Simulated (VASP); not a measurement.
Here is a VASP 6.6.1 calculation.

The input INCAR:

```
SYSTEM = Si
PREC     = Accurate       ! precision mode
ENCUT    = 600            ! plane-wave cutoff, eV
EDIFF    = 1E-6           ! SCF threshold, eV
ISMEAR   = 0              ! smearing method
SIGMA    = 0.05           ! smearing width, eV
LREAL    = .False.        ! projectors in reciprocal space
LASPH    = .True.         ! aspherical terms in the spheres
NELM     = 80             ! most SCF steps
ALGO     = Normal         ! electronic algorithm
ISIF     = 3              ! what is computed and relaxed
LWAVE    = .False.        ! write WAVECAR
LCHARG   = .False.        ! write CHGCAR
GGA      = PE             ! functional
IBRION   = 2              ! ionic algorithm
NSW      = 80             ! ionic steps
EDIFFG   = -0.003         ! ionic threshold
PSTRESS  = 140.0
```

File KPOINTS:

```
regular mesh
0
Gamma
  24 24 24
  0 0 0
```

POSCAR

```
Si
1.0
    2.5630000000      0.0000000000      0.0000000000
   -1.2815000000      2.2196231099      0.0000000000
    0.0000000000      0.0000000000      2.3810000000
Si
1
Direct
    0.0000000000      0.0000000000      0.0000000000
```

Potentials or basis: VASP PAW PBE potentials, release 64 (Si).

Run with:

```bash
$ cat potpaw_PBE.64/Si/POTCAR > POTCAR
$ mpirun -np 1 vasp_std > vasp.out
```

Question: What does it give for the band gap on the k mesh?

Answer: Zero (bands 2 and 3 overlap by 12.49 eV).

Question: Estimate the relaxed volume.

Answer: 13.61 Å³/atom.

Question: Predict the space group after relaxing (to 0.1 Å).

Answer: P6/mmm (No. 191).

The path:
| step | energy change (eV) | largest force (eV/Å) | pressure (GPa) | volume (Å³) |
| --- | --- | --- | --- | --- |
| 1 | 0.0000 | 0.0000 | 15.02 | 13.55 |
| 2 | -0.0163 | 0.0000 | 12.59 | 13.71 |
| 3 | -0.0117 | 0.0000 | 13.49 | 13.65 |
| 4 | -0.0055 | 0.0000 | 14.32 | 13.58 |
| 5 | -0.0079 | 0.0000 | 14.01 | 13.61 |

Caveat: the cell is relaxed towards a set pressure, so the run minimises the enthalpy, not the energy.
